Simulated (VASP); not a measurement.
# Ca8S7 (a cell with a defect) in VASP: further runs, part 2 of 3

VASP 6.6.1. The steps go on from the part before.

### Step 4. Single point, PBE

INCAR

```
ALGO = Normal
EDIFF = 1E-6
ENCUT = 520
GGA = PE
ISIF = 2
ISMEAR = -1
LASPH = True
LCHARG = True
LELF = True
LREAL = Auto
LVHAR = True
LWAVE = False
NBANDS = 74
NELM = 100
PREC = Accurate
SIGMA = 0.05
```

KPOINTS

```
k-points
0
Gamma
  2 2 2
```

POSCAR

```
Ca8S7
1.0
    0.0000000000      5.6369920000      5.6369920000
    5.6369920000      0.0000000000      5.6369920000
    5.6369920000      5.6369920000      0.0000000000
Ca S
8 7
Direct
   -0.0057064122     -0.0271923395      0.0279565768
    0.0018566640      0.0098747701      0.5107305457
   -0.0036761627      0.4929434883     -0.0062042841
   -0.0057093393      0.5270849240      0.4736864093
    0.4975950826      0.0062912099     -0.0049491821
    0.4814647599      0.0079943346      0.5088534807
    0.5225487281      0.4896531696     -0.0094953124
    0.4975947278      0.4941765928      0.5071682734
    0.2518650018      0.2594483015      0.2374539471
    0.1768378419      0.2509786248      0.7518535595
    0.2610563400      0.7502872986      0.2511638299
    0.2518645583      0.7365982602      0.7603031014
    0.7472254706      0.2410869130      0.2649526556
    0.7338340200      0.7504604406      0.2513376815
    0.7472258254      0.7640981218      0.7419421564
```

Potentials or basis: VASP PAW PBE potentials, release 64 (Ca_sv, S).

Started as:

```sh
> cat potpaw_PBE.64/Ca_sv/POTCAR potpaw_PBE.64/S/POTCAR > POTCAR
> mpirun -np 1 vasp_std > vasp.out
```

OUTCAR:

```text
EDIFF = 1E-6
   ENCUT = 520
   GGA = PE
   ISIF = 2
   ISMEAR = -1
   LASPH = True
   LREAL = Auto
   NELM = 100
   PREC = Accurate

 ion  position               nearest neighbor table
   1  0.994  0.973  0.028-  10 2.65  14 2.73  11 2.77  12 2.84  13 2.85
   2  0.002  0.010  0.511-  12 2.82   9 2.82  15 2.83  13 2.83  11 2.93
   3  0.996  0.493  0.994-  10 2.77  12 2.82   9 2.82  15 2.83  13 2.83  14 2.90
   4  0.994  0.527  0.474-  10 2.65  14 2.73  11 2.77   9 2.84  15 2.85
   5  0.498  0.006  0.995-  14 2.78  11 2.78  15 2.79   9 2.79
   6  0.481  0.008  0.509-  10 2.78  15 2.82  13 2.82  12 2.83   9 2.83  14 2.90
   7  0.523  0.490  0.991-  15 2.82  13 2.82  12 2.83   9 2.83  11 2.94
   8  0.498  0.494  0.507-  14 2.78  11 2.78  13 2.79  12 2.79
   9  0.252  0.259  0.237-   5 2.79   3 2.82   2 2.82   7 2.83   6 2.83   4 2.84
  10  0.177  0.251  0.752-   4 2.65   1 2.65   3 2.77   6 2.78
  11  0.261  0.750  0.251-   4 2.77   1 2.77   5 2.78   8 2.78   2 2.93   7 2.94
  12  0.252  0.737  0.760-   8 2.79   3 2.82   2 2.82   7 2.83   6 2.83   1 2.84
  13  0.747  0.241  0.265-   8 2.79   6 2.82   7 2.82   2 2.83   3 2.83   1 2.85
  14  0.734  0.750  0.251-   4 2.73   1 2.73   8 2.78   5 2.78   6 2.90   3 2.90
  15  0.747  0.764  0.742-   5 2.79   6 2.82   7 2.82   2 2.83   3 2.83   4 2.85

  LATTYP: Found a face centered cubic cell.
 ALAT       =    11.2739840000

  Lattice vectors:

 A1 = (   0.0000000000,   5.6369920000,   5.6369920000)
 A2 = (   5.6369920000,   0.0000000000,   5.6369920000)
 A3 = (   5.6369920000,   5.6369920000,   0.0000000000)

Analysis of symmetry for initial positions (statically):
=====================================================================
 Subroutine PRICEL returns:
 Original cell was already a primitive cell.

 Routine SETGRP: Setting up the symmetry group for a
 face centered cubic supercell.

 Subroutine GETGRP returns: Found  1 space group operations
 (whereof  1 operations were pure point group operations)
 out of a pool of 48 trial point group operations.

The static configuration has the point symmetry C_1 .

Analysis of symmetry for dynamics (positions and initial velocities):
=====================================================================
 Subroutine PRICEL returns:
 Original cell was already a primitive cell.

 Routine SETGRP: Setting up the symmetry group for a
 face centered cubic supercell.

 Subroutine GETGRP returns: Found  1 space group operations
 (whereof  1 operations were pure point group operations)
 out of a pool of 48 trial point group operations.

The dynamic configuration has the point symmetry C_1 .

 Subroutine INISYM returns: Found  1 space group operations
 (whereof  1 operations are pure point group operations),
 and found     1 'primitive' translations

----------------------------------------------------------------------------------------

                                     Primitive cell

  volume of cell :     358.2385

  direct lattice vectors                    reciprocal lattice vectors
     0.000000000  5.636992000  5.636992000    -0.088699789  0.088699789  0.088699789
     5.636992000  0.000000000  5.636992000     0.088699789 -0.088699789  0.088699789
     5.636992000  5.636992000  0.000000000     0.088699789  0.088699789 -0.088699789

  length of vectors
     7.971910537  7.971910537  7.971910537     0.153632541  0.153632541  0.153632541

  position of ions in fractional coordinates (direct lattice)
[... 74 lines left out ...]
   dimension x,y,z NGXF=   120 NGYF=  120 NGZF=  120
   ions per type =               8   7
   NGX,Y,Z   is equivalent  to a cutoff of  12.51, 12.51, 12.51 a.u.
   NGXF,Y,Z  is equivalent  to a cutoff of  25.02, 25.02, 25.02 a.u.
 SYSTEM =  unknown system
   PREC   = accura    normal or accurate (medium, high low for compatibility)
   ISTART =      0    job   : 0-new  1-cont  2-samecut
   ICHARG =      2    charge: 1-file 2-atom 10-const
   ISPIN  =      1    spin polarized calculation?
   LNONCOLLINEAR =      F non collinear calculations
   LSORBIT =      F    spin-orbit coupling
   LASPH  =      T    aspherical Exc in radial PAW
   ENCUT  =  520.0 eV  38.22 Ry    6.18 a.u.  14.82 14.82 14.82*2*pi/ulx,y,z
   NELM   =    100;   NELMIN=  2; NELMDL= -5     # of ELM steps
   EDIFF  = 0.1E-05   stopping-criterion for ELM
   LREAL  =      T    real-space projection
   EDIFFG = 0.1E-04   stopping-criterion for IOM
   NSW    =      0    number of steps for IOM
[... 5 lines left out ...]
   TEBEG  =    0.0;   TEEND  =   0.0 temperature during run
   PSTRESS=    0.0 pullay stress
   NELECT =     122.0000    total number of electrons
   NUPDOWN=      -1.0000    fix difference up-down
   EMIN   =  10.00;   EMAX   =-10.00  energy-range for DOS
   EFERMI =   0.00;   METHOD = LEGACY
   ISMEAR =    -1;   SIGMA  =   0.05  broadening in eV -4-tet -1-fermi 0-gaus
   EFERMI_NEDOS =   21; number of points for ismear=-14 and -15
   IALGO  =     38    algorithm
   IMIX   =      4    mixing-type and parameters
     AMIX     =   0.40;   BMIX     =  1.00
     AMIX_MAG =   1.60;   BMIX_MAG =  1.00
  volume/ion in A,a.u.               =      23.88       161.17
  Fermi-wavevector in a.u.,A,eV,Ry     =   1.143240  2.160410 17.782779  1.306997
  Thomas-Fermi vector in A             =   2.279936
   LORBIT       =      0    0 simple, 1 ext, 2 COOP (PROOUT), +10 PAW based schemes
   GGA     = PE    functional components
   LHFCALC =     F    Hartree Fock is set to
   AEXX    =    0.0000 exact exchange contribution
   IVDW    =     0    specifies the selected vdW correction
   LEPSILON=     F    determine dielectric tensor
   LRPA    =     F    only Hartree local field effects (RPA)
 non-spin polarized calculation
  energy-cutoff  :      520.00
  volume of cell :      358.24
 maximum number of plane-waves:      9684
 NGX is ok and might be reduce to    60
   NGX = 29   NGY = 29   NGZ = 29

 number of electron     122.0000000 magnetization

 Free energy of the ion-electron system (eV)
  ---------------------------------------------------
  ext. energy  EPLUGINS =         0.00000000
  ---------------------------------------------------
  free energy    TOTEN  =       -73.27111792 eV

  energy without entropy =      -73.24898464  energy(sigma->0) =      -73.26005128

 E-fermi :   4.8321     XC(G=0):  -9.2059

 val. band max:        4.7037031436   @ k =   0.5000   0.5000   0.0000
 cond. band min:       4.9155028653   @ k =   0.0000   0.0000   0.0000
 fundamental gap:      0.2117997217
 Fermi energy:         4.8321021484

 k-point     1 :       0.0000    0.0000    0.0000
  band No.  band energies     occupation
      1     -36.7352      2.00000
      2     -36.7272      2.00000
      3     -36.7095      2.00000
      4     -36.7060      2.00000
      5     -36.6500      2.00000
      6     -36.6420      2.00000
[... 597 lines left out ...]
     72       7.7127      0.00000
     73       7.7532      0.00000
 [bands above 73 left out]

------------------------ aborting loop because EDIFF is reached ----------------------------------------

  FORCE on cell =-STRESS in cart. coord.  units (eV):
  Direction    XX          YY          ZZ          XY          YZ          ZX
  --------------------------------------------------------------------------------------
  -------------------------------------------------------------------------------------
  Total        3.1473385      6.2866919      6.2869584      0.0256667     -1.1721438      0.0264982
  in kB       14.0760821     28.1164513     28.1176436      0.1147913     -5.2422681      0.1185099
  external PRESSURE =      23.4367257 kB  Pullay stress =       0.0000000 kB

 VOLUME and BASIS-vectors are now :
 -----------------------------------------------------------------------------
  energy-cutoff  :      520.00
  volume of cell :      358.24
      direct lattice vectors                 reciprocal lattice vectors
     0.000000000  5.636992000  5.636992000    -0.088699789  0.088699789  0.088699789
     5.636992000  0.000000000  5.636992000     0.088699789 -0.088699789  0.088699789
     5.636992000  5.636992000  0.000000000     0.088699789  0.088699789 -0.088699789

 POSITION                                       TOTAL-FORCE (eV/Angst)
 -----------------------------------------------------------------------------------
      5.64130      5.76242     11.08853         0.012310     -0.335187      0.175683
      2.93465      2.88945      0.06613        -0.135238     -0.122294     -0.121730
      8.38074     11.21829      8.39499         0.184625      0.009385      0.008644
      5.64134      8.27497      8.57598         0.012125      0.175807     -0.335500
      5.64456      8.41403      2.84040         0.004183     -0.167399     -0.067688
      2.91347      5.58242      2.75908        -0.174191      0.000735      0.000893
      8.34364      8.52907      5.70577         0.158105     -0.131808     -0.131900
      5.64457      5.66384      5.59061         0.004156     -0.067734     -0.167721
      2.80103      2.75829      2.88227         0.032955     -0.003422     -0.115364
      5.65296      5.23503      2.41160        -0.037599      1.035316      1.035366
      5.64517      2.88738      5.70094        -0.009128     -0.150395     -0.151065
      8.43802      5.70558      5.57196         0.033286     -0.115902     -0.002589
      2.85254      5.70564      5.57111        -0.042294     -0.118580     -0.004710
      5.64713      5.55340      8.36696        -0.001480     -0.003607     -0.004033
      8.48954      8.39443      8.51932        -0.041817     -0.004914     -0.118287
 -----------------------------------------------------------------------------------
    total drift:                               -0.000095      0.000855      0.003270

  FREE ENERGIE OF THE ION-ELECTRON SYSTEM (eV)
  ---------------------------------------------------
  free  energy   TOTEN  =       -73.2711179199 eV

  energy  without entropy=      -73.2489846378  energy(sigma->0) =      -73.26005128
```

Run time: 13 min. Hardware: 1 thread of Oxide Virtual Turin-like, shared host; peak memory 0.5 GiB.

What came out:

```yaml
Free_energy: -73.2711 eV
Pressure: 2.3 GPa
Largest_force: 1.465 eV/Å
Band_gap_on_the_k_mesh: 0.21 eV
```

Forces on the atoms (eV/Å):
```
Ca   0.012 -0.335  0.176
Ca  -0.135 -0.122 -0.122
Ca   0.185  0.009  0.009
Ca   0.012  0.176 -0.336
Ca   0.004 -0.167 -0.068
Ca  -0.174  0.001  0.001
Ca   0.158 -0.132 -0.132
Ca   0.004 -0.068 -0.168
S    0.033 -0.003 -0.115
S   -0.038  1.035  1.035
S   -0.009 -0.150 -0.151
S    0.033 -0.116 -0.003
S   -0.042 -0.119 -0.005
S   -0.001 -0.004 -0.004
S   -0.042 -0.005 -0.118
```

Levels at points of the mesh, in eV from the valence-band top:
```
           k point  band 59  band 60  band 61  band 62  band 63  band 64
(0.00, 0.00, 0.00)    -2.44    -2.44    -0.65     0.21     0.27     0.31
(0.50, 0.00, 0.00)    -2.91    -2.90    -0.05     0.81     1.39     1.48
(0.00, 0.50, 0.00)    -2.93    -2.90    -0.08     0.75     1.25     1.39
(0.00, 0.00, 0.50)    -2.93    -2.90    -0.08     0.75     1.25     1.39
(0.50, 0.50, 0.50)    -2.90    -2.90    -0.05     0.81     1.39     1.48
(0.50, 0.50, 0.00)    -2.76    -2.71     0.00     0.84     1.04     1.11
(0.00, 0.50, 0.50)    -2.81    -2.77    -0.08     0.83     1.02     1.36
(0.50, 0.00, 0.50)    -2.76    -2.71     0.00     0.84     1.04     1.11
```

Caveat: the k points lie up to 0.48 Å⁻¹ apart.

(Continued in part 3 of 3.)
